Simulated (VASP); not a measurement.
# Eu (Im-3m) in VASP: a series of runs

The runs below take Eu through single point, with PBEsol.

Everything below comes from runs of VASP 6.6.1. Logs are shortened: lines on timing, memory, paths and dates and some standing lists are left out, and cuts for length are marked.

### 1 The cell of the first run

It takes space group Im-3m (No. 229, cubic). Conventional cell: a = 4.237 Å, b = 4.237 Å, c = 4.237 Å, α = 90.00°, β = 90.00°, γ = 90.00°. Eu (site symmetry m-3m) has 14 Eu at 3.67 to 4.24 Å within 4.8 Å.

### 2 Single point, PBEsol, collinear spin, ferromagnetic start (38.03 Å³/atom)

INCAR reads:

```
PREC = Accurate
ENCUT = 600
EDIFF = 1E-6
ISMEAR = -1
SIGMA = 0.05
LREAL = False
LASPH = True
NELM = 200
ALGO = Normal
ISIF = 2
LWAVE = False
LCHARG = True
ISPIN = 2
MAGMOM = 6.97
LORBIT = 11
LMAXMIX = 6
GGA = PS
LELF = True
LVHAR = True
NBANDS = 18
GGA_COMPAT = False
```

KPOINTS reads:

```
Automatic mesh
0
Gamma
  14 14 14
```

POSCAR reads:

```
Eu
1.0
   -2.1184852581      2.1184852581      2.1184852581
    2.1184852581     -2.1184852581      2.1184852581
    2.1184852581      2.1184852581     -2.1184852581
Eu
1
Direct
    0.0000000000      0.0000000000      0.0000000000
```

Potentials or basis: VASP PAW PBE potentials, release 64 (Eu).

Started as:

```bash
cat potpaw_PBE.64/Eu/POTCAR > POTCAR
mpirun -np 1 vasp_std > vasp.out
```

OUTCAR:

```text
PREC = Accurate
   ENCUT = 600
   EDIFF = 1E-6
   ISMEAR = -1
   LREAL = False
   LASPH = True
   NELM = 200
   ISIF = 2
   ISPIN = 2
   LORBIT = 11
   GGA = PS

 ion  position               nearest neighbor table
   1  0.000  0.000  0.000-

  LATTYP: Found a body centered cubic cell.
 ALAT       =     4.2369705162

  Lattice vectors:

 A1 = (  -2.1184852581,   2.1184852581,   2.1184852581)
 A2 = (   2.1184852581,  -2.1184852581,   2.1184852581)
 A3 = (   2.1184852581,   2.1184852581,  -2.1184852581)

Analysis of symmetry for initial positions (statically):
=====================================================================
 Subroutine PRICEL returns:
 Original cell was already a primitive cell.

 Routine SETGRP: Setting up the symmetry group for a
 body centered cubic supercell.

 Subroutine GETGRP returns: Found 48 space group operations
 (whereof 48 operations were pure point group operations)
 out of a pool of 48 trial point group operations.

The static configuration has the point symmetry O_h .

Analysis of symmetry for dynamics (positions and initial velocities):
=====================================================================
 Subroutine PRICEL returns:
 Original cell was already a primitive cell.

 Routine SETGRP: Setting up the symmetry group for a
 body centered cubic supercell.

 Subroutine GETGRP returns: Found 48 space group operations
 (whereof 48 operations were pure point group operations)
 out of a pool of 48 trial point group operations.

The dynamic configuration has the point symmetry O_h .

Analysis of structural, dynamic, and magnetic symmetry:
=====================================================================
 Subroutine PRICEL returns:
 Original cell was already a primitive cell.

 Routine SETGRP: Setting up the symmetry group for a
 body centered cubic supercell.

 Subroutine GETGRP returns: Found 48 space group operations
 (whereof 48 operations were pure point group operations)
 out of a pool of 48 trial point group operations.

The overall configuration has the point symmetry O_h .

 Subroutine INISYM returns: Found 48 space group operations
 (whereof 48 operations are pure point group operations),
 and found     1 'primitive' translations

----------------------------------------------------------------------------------------

                                     Primitive cell

  volume of cell :      38.0309

  direct lattice vectors                    reciprocal lattice vectors
    -2.118485258  2.118485258  2.118485258     0.000000000  0.236017691  0.236017691
     2.118485258 -2.118485258  2.118485258     0.236017691  0.000000000  0.236017691
     2.118485258  2.118485258 -2.118485258     0.236017691  0.236017691  0.000000000

  length of vectors
     3.669324102  3.669324102  3.669324102     0.333779420  0.333779420  0.333779420

  position of ions in fractional coordinates (direct lattice)
     0.000000000  0.000000000  0.000000000

  ion indices of the primitive-cell ions
   primitive index   ion index
                 1           1

----------------------------------------------------------------------------------------

 KPOINTS: Automatic mesh

Automatic generation of k-mesh.
 Grid dimensions read from file:
 generate k-points for:   14   14   14

 Generating k-lattice:

  Cartesian coordinates                     Fractional coordinates (reciprocal lattice)
     0.000000000  0.016858407  0.016858407     0.071428571  0.000000000  0.000000000
     0.016858407  0.000000000  0.016858407     0.000000000  0.071428571  0.000000000
     0.016858407  0.016858407  0.000000000     0.000000000  0.000000000  0.071428571

  Length of vectors
     0.023841387  0.023841387  0.023841387

  Shift w.r.t. Gamma in fractional coordinates (k-lattice)
     0.000000000  0.000000000  0.000000000

 Subroutine IBZKPT returns following result:
 ===========================================

 Found    104 irreducible k-points:

 Following reciprocal coordinates:
            Coordinates               Weight
  0.000000  0.000000  0.000000      1.000000
  0.071429  0.000000  0.000000     12.000000
  0.142857  0.000000  0.000000     12.000000
  0.214286  0.000000  0.000000     12.000000
  0.285714  0.000000  0.000000     12.000000
  0.357143  0.000000  0.000000     12.000000
[... 16 lines left out ...]
  0.285714  0.285714  0.000000     24.000000
  0.357143  0.285714  0.000000     24.000000
 [... further k-points ...]
   k-points           NKPTS =    104   k-points in BZ     NKDIM =    104   number of bands    NBANDS=     18
   number of dos      NEDOS =    301   number of ions     NIONS =      1
   total plane-waves  NPLWV =  27000
   dimension x,y,z NGX =    30 NGY =   30 NGZ =   30
   dimension x,y,z NGXF=    60 NGYF=   60 NGZF=   60
   ions per type =               1
   NGX,Y,Z   is equivalent  to a cutoff of  13.59, 13.59, 13.59 a.u.
   NGXF,Y,Z  is equivalent  to a cutoff of  27.18, 27.18, 27.18 a.u.
 SYSTEM =  unknown system
   PREC   = accura    normal or accurate (medium, high low for compatibility)
   ISTART =      0    job   : 0-new  1-cont  2-samecut
   ICHARG =      2    charge: 1-file 2-atom 10-const
   ISPIN  =      2    spin polarized calculation?
   LNONCOLLINEAR =      F non collinear calculations
   LSORBIT =      F    spin-orbit coupling
   LASPH  =      T    aspherical Exc in radial PAW
   ENCUT  =  600.0 eV  44.10 Ry    6.64 a.u.   7.33  7.33  7.33*2*pi/ulx,y,z
   NELM   =    200;   NELMIN=  2; NELMDL= -5     # of ELM steps
   EDIFF  = 0.1E-05   stopping-criterion for ELM
   LREAL  =      F    real-space projection
   EDIFFG = 0.1E-04   stopping-criterion for IOM
   NSW    =      0    number of steps for IOM
   IBRION =     -1    ionic relax: 0-MD 1-quasi-New 2-CG
   NFREE  =      0    steps in history (QN), initial steepest desc. (CG)
   ISIF   =      2    stress and relaxation
   ISYM   =      2    0-nonsym 1-usesym 2-fastsym
   POTIM  = 0.5000    time-step for ionic-motion
   TEBEG  =    0.0;   TEEND  =   0.0 temperature during run
   PSTRESS=    0.0 pullay stress
   NELECT =      17.0000    total number of electrons
   NUPDOWN=      -1.0000    fix difference up-down
   EMIN   =  10.00;   EMAX   =-10.00  energy-range for DOS
   EFERMI =   0.00;   METHOD = LEGACY
   ISMEAR =    -1;   SIGMA  =   0.05  broadening in eV -4-tet -1-fermi 0-gaus
   EFERMI_NEDOS =   21; number of points for ismear=-14 and -15
   IALGO  =     38    algorithm
   IMIX   =      4    mixing-type and parameters
     AMIX     =   0.40;   BMIX     =  1.00
     AMIX_MAG =   1.60;   BMIX_MAG =  1.00
  volume/ion in A,a.u.               =      38.03       256.65
  Fermi-wavevector in a.u.,A,eV,Ry     =   1.251735  2.365436 21.318156  1.566840
  Thomas-Fermi vector in A             =   2.385668
   LORBIT       =     11    0 simple, 1 ext, 2 COOP (PROOUT), +10 PAW based schemes
   GGA     = PS    functional components
   LHFCALC =     F    Hartree Fock is set to
   AEXX    =    0.0000 exact exchange contribution
   IVDW    =     0    specifies the selected vdW correction
   LEPSILON=     F    determine dielectric tensor
   LRPA    =     F    only Hartree local field effects (RPA)
 spin polarized calculation
  energy-cutoff  :      600.00
  volume of cell :       38.03
 maximum number of plane-waves:      1290
 NGX is ok and might be reduce to    30
   NGX = 15   NGY = 15   NGZ = 15

 number of electron      16.9999997 magnetization       7.2138611

 Free energy of the ion-electron system (eV)
  ---------------------------------------------------
  ext. energy  EPLUGINS =         0.00000000
  ---------------------------------------------------
  free energy    TOTEN  =       -11.68951877 eV

  energy without entropy =      -11.67720652  energy(sigma->0) =      -11.68336265

 E-fermi :   2.3520     XC(G=0):  -9.3812

 val. band max:        2.3502574047   @ k =   0.2857   0.2143   0.2143
 cond. band min:       2.3549506623   @ k =   0.3571   0.1429   0.1429
 fundamental gap:      0.0046932576
 Fermi energy:         2.3520135552

 spin component 1

 k-point     1 :       0.0000    0.0000    0.0000
  band No.  band energies     occupation
      1     -39.2092      1.00000
      2     -17.6679      1.00000
      3     -17.6679      1.00000
      4     -17.6679      1.00000
      5      -2.1598      1.00000
      6       1.8002      0.99998
[... 10 lines left out ...]
     17       6.1649      0.00000
     18      12.3492      0.00000

 k-point     2 :       0.0714    0.0000    0.0000
  band No.  band energies     occupation
      1     -39.2065      1.00000
      2     -17.7006      1.00000
      3     -17.6780      1.00000
      4     -17.6681      1.00000
      5      -2.0268      1.00000
      6       1.7979      0.99998
[... 10 lines left out ...]
     17       6.1711      0.00000
     18      12.4844      0.00000

 k-point     3 :       0.1429    0.0000    0.0000
  band No.  band energies     occupation
      1     -39.1989      1.00000
      2     -17.7909      1.00000
      3     -17.7060      1.00000
      4     -17.6686      1.00000
      5      -1.6464      1.00000
      6       1.7918      0.99999
[... 10 lines left out ...]
     17       6.1999      0.00000
     18      12.7521      0.00000

 k-point     4 :       0.2143    0.0000    0.0000
  band No.  band energies     occupation
      1     -39.1880      1.00000
      2     -17.9178      1.00000
      3     -17.7462      1.00000
      4     -17.6694      1.00000
      5      -1.0765      1.00000
      6       1.7862      0.99999
[... 375 lines left out ...]
      4     -17.7336      1.00000
      5       1.2029      1.00000
      6       1.7945      0.99999
[... 10 lines left out ...]
     17       9.1442      0.00000
     18       9.5239      0.00000

 k-point    23 :       0.2857    0.2857    0.0000
  band No.  band energies     occupation
      1     -39.1497      1.00000
      2     -18.1622      1.00000
      3     -17.9982      1.00000
      4     -17.7412      1.00000
      5       1.3986      1.00000
      6       1.7895      0.99999
[... 10 lines left out ...]
     17       8.9528      0.00000
     18       9.6839      0.00000

 k-point    24 :       0.3571    0.2857    0.0000
  band No.  band energies     occupation
      1     -39.1480      1.00000
      2     -18.1384      1.00000
      3     -18.0441      1.00000
      4     -17.7445      1.00000
      5       1.5180      1.00000
      6       1.8045      0.99998
[... 10 lines left out ...]
     17       8.4846      0.00000
     18      10.2790      0.00000

 [... further k-points ...]

 spin component 2

 k-point     1 :       0.0000    0.0000    0.0000
  band No.  band energies     occupation
      1     -36.1331      1.00000
      2     -15.3347      1.00000
      3     -15.3347      1.00000
      4     -15.3347      1.00000
      5      -1.3724      1.00000
      6       5.2547      0.00000
[... 10 lines left out ...]
     17       7.2756      0.00000
     18      13.4322      0.00000

 k-point     2 :       0.0714    0.0000    0.0000
  band No.  band energies     occupation
      1     -36.1297      1.00000
      2     -15.3758      1.00000
      3     -15.3469      1.00000
      4     -15.3350      1.00000
      5      -1.2323      1.00000
      6       5.1046      0.00000
[... 10 lines left out ...]
     17       7.3399      0.00000
     18      13.5586      0.00000

 k-point     3 :       0.1429    0.0000    0.0000
  band No.  band energies     occupation
      1     -36.1201      1.00000
      2     -15.4889      1.00000
      3     -15.3809      1.00000
      4     -15.3359      1.00000
      5      -0.8335      1.00000
      6       4.7756      0.00000
[... 10 lines left out ...]
     17       7.4808      0.00000
     18      13.8384      0.00000

 k-point     4 :       0.2143    0.0000    0.0000
  band No.  band energies     occupation
      1     -36.1061      1.00000
      2     -15.6467      1.00000
      3     -15.4296      1.00000
      4     -15.3373      1.00000
      5      -0.2428      1.00000
      6       4.3322      0.00000
[... 375 lines left out ...]
      4     -15.4164      1.00000
      5       2.1111      0.99199
      6       3.4247      0.00000
[... 10 lines left out ...]
     17      10.4827      0.00000
     18      10.9096      0.00000

 k-point    23 :       0.2857    0.2857    0.0000
  band No.  band energies     occupation
      1     -36.0570      1.00000
      2     -15.9448      1.00000
      3     -15.7423      1.00000
      4     -15.4253      1.00000
      5       2.3841      0.34491
      6       3.2175      0.00000
[... 10 lines left out ...]
     17      10.2897      0.00000
     18      11.0623      0.00000

 k-point    24 :       0.3571    0.2857    0.0000
  band No.  band energies     occupation
      1     -36.0548      1.00000
      2     -15.9156      1.00000
      3     -15.7990      1.00000
      4     -15.4292      1.00000
      5       2.5693      0.01278
      6       3.3232      0.00000
[... 10 lines left out ...]
     17       9.8633      0.00000
     18      11.6979      0.00000

 [... further k-points ...]

------------------------ aborting loop because EDIFF is reached ----------------------------------------

  FORCE on cell =-STRESS in cart. coord.  units (eV):
  Direction    XX          YY          ZZ          XY          YZ          ZX
  --------------------------------------------------------------------------------------
  -------------------------------------------------------------------------------------
  Total       -0.0590393     -0.0590393     -0.0590393      0.0000000      0.0000000      0.0000000
  in kB       -2.4872273     -2.4872273     -2.4872273      0.0000000      0.0000000      0.0000000
  external PRESSURE =      -2.4872273 kB  Pullay stress =       0.0000000 kB

 VOLUME and BASIS-vectors are now :
 -----------------------------------------------------------------------------
  energy-cutoff  :      600.00
  volume of cell :       38.03
      direct lattice vectors                 reciprocal lattice vectors
    -2.118485258  2.118485258  2.118485258     0.000000000  0.236017691  0.236017691
     2.118485258 -2.118485258  2.118485258     0.236017691  0.000000000  0.236017691
     2.118485258  2.118485258 -2.118485258     0.236017691  0.236017691  0.000000000

 POSITION                                       TOTAL-FORCE (eV/Angst)
 -----------------------------------------------------------------------------------
      0.00000      0.00000      0.00000        -0.000000      0.000000      0.000000
 -----------------------------------------------------------------------------------
    total drift:                               -0.000000     -0.000000      0.000000

  FREE ENERGIE OF THE ION-ELECTRON SYSTEM (eV)
  ---------------------------------------------------
  free  energy   TOTEN  =       -11.6895187746 eV

  energy  without entropy=      -11.6772065241  energy(sigma->0) =      -11.68336265

 total charge

# of ion       s       p       d       f       tot
--------------------------------------------------
    1        2.088   5.673   0.343   6.607  14.712

 magnetization (x)

# of ion       s       p       d       f       tot
--------------------------------------------------
    1       -0.000  -0.082   0.132   6.603   6.654
```

Wall time 6.9 min (1 thread of Intel Xeon 8259CL, shared host); peak memory 0.3 GiB.

Results:

```
Free energy                                           : -11.6895 eV
Pressure                                              : -0.2 GPa
Net moment                                            : 7.21 μB per cell
Site moments                                          : Eu +6.65 μB
Valence electrons inside the program's atomic spheres : Eu 14.71
```

Caveat: the PAW data sets were made with another functional, which shifts forces and pressure a little; spin-orbit coupling is left out, which moves the levels of the heavy elements; semilocal functionals describe open f shells poorly, which spoils levels, moments and volumes.

[end of part 1 of 2]
